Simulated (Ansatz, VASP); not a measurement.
# BaTiO3 in VASP and in Ansatz

INCAR

```
  PREC = Accurate
  ENCUT = 520
  EDIFF = 1E-7
  ISMEAR = 0
  SIGMA = 0.05
  LREAL = F
  LASPH = T
  NELM = 60
  ALGO = Normal
  ISIF = 2
  LWAVE = F
  LCHARG = T
  GGA = PE
  LELF = T
  LVHAR = T
  NBANDS = 28
```

Contents of KPOINTS:

```
regular mesh
0
Gamma
  8 8 6
```

POSCAR

```
BaTiO3
1.0
    3.8657930515      0.0000000000      0.0000000000
    0.0000000000      3.8657930515      0.0000000000
    0.0000000000      0.0000000000      4.3278614634
Ba Ti O
1 1 3
Direct
    0.0000000000      0.0000000000      0.9863187693
    0.5000000000      0.5000000000      0.4690806688
    0.5000000000      0.5000000000      0.0378497747
    0.5000000000      0.0000000000      0.5173753936
    0.0000000000      0.5000000000      0.5173753936
```

Input for Ansatz:

```yaml
crystal:
  lattice:
    - [3.8657930515, 0.0, 0.0]
    - [0.0, 3.8657930515, 0.0]
    - [0.0, 0.0, 4.3278614634]
  atoms:
    - { symbol: Ba, position: [0.0, 0.0, 0.9863187693] }
    - { symbol: Ti, position: [0.5, 0.5, 0.4690806688] }
    - { symbol: O, position: [0.5, 0.5, 0.0378497747] }
    - { symbol: O, position: [0.5, 0.0, 0.5173753936] }
    - { symbol: O, position: [0.0, 0.5, 0.5173753936] }
basis:
  ecutwfc: 420
kpoints:
  mp_grid: { grid: [8, 8, 6] }
hamiltonian:
  xc: pbe
scf:
  occupations: { method: gaussian, width: 0.05 }
output:
  forces: true
  stress: true
  eigenvalues: true
```

Change from the starting cell: strain -0.030 along x and y, +0.030 along z, atoms carried along.

Alike in both runs: task single point; functional PBE; k mesh 8 × 8 × 6; occupations gaussian, width 0.05 eV; no spin polarisation.

|  | VASP | Ansatz |
| --- | --- | --- |
| version | VASP 6.6.1 | Ansatz 0.2.0 |
| potentials or method | VASP PAW PBE potentials, release 64 (Ba_sv, Ti_sv, O), cutoff 520 eV | scalar-relativistic, plane waves, PAW |
| valence electrons in the cell | 40 | 40 |

```tsv
	VASP	Ansatz	Ansatz less VASP
gap on the k mesh at the Fermi level (eV)	1.82	1.87	+0.047
least direct gap on the mesh (eV)	2.50	2.53	+0.028
pressure (GPa)	8.0	6.2	-1.79
traceless stress, the component that is largest in VASP (GPa)	-7.81	-7.54	+0.271
rms of the force components (eV/Å)	0.210	0.226	+0.0160
```

Atom by atom the forces differ by 0.020 eV/Å (rms over components).

Neither program's run includes spin-orbit coupling.
